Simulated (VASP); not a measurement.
# Hf: single point with r2SCAN

The system is Hf.

```
Hf
1.0
     3.19536    0.00000    0.00000
    -1.59768    2.76726    0.00000
     0.00000    0.00000    5.05568
Hf
2
Direct
  0.33333 0.66667 0.25000
  0.66667 0.33333 0.75000
```

```yaml
Program: VASP 6.6.1
Task: single point
Functional: r2SCAN
Potentials_or_basis: VASP PAW PBE potentials, release 64 (Hf_pv)
Cutoff: 550 eV
k_mesh: 8 × 8 × 5
Occupations: fermi-dirac, width 0.05 eV
Spin: no spin polarisation
Dipole_correction: no
Further_INCAR_settings: ALGO = Normal; EDIFF = 1e-06; NBANDS = 17
```

| Property | Result |
| --- | --- |
| Pressure | -0.6 GPa |
| Band gap on the k mesh | zero (band 10 reaches 6.17 eV, above the bottom of band 11 at 4.57 eV) |

Stress tensor (GPa, compression positive):
```
-0.34  0.00  0.00
 0.00 -0.34  0.00
 0.00  0.00 -1.01
```

Levels at points of the mesh, in eV from the Fermi level:
```
           k point  band 8  band 9  band 10  band 11  band 12  band 13
(0.00, 0.00, 0.00)   -3.84    0.41     1.34     1.34     1.64     2.21
(0.50, 0.00, 0.00)   -2.84   -2.33    -1.01     0.92     0.98     1.82
```

It took 64 s on 1 thread of Intel Xeon 8259CL, with other jobs on the host, peak memory 0.18 GiB.

Caveat: the PAW data sets were made with another functional, which shifts forces and pressure a little; spin-orbit coupling is left out, which moves the levels of the heavy elements.
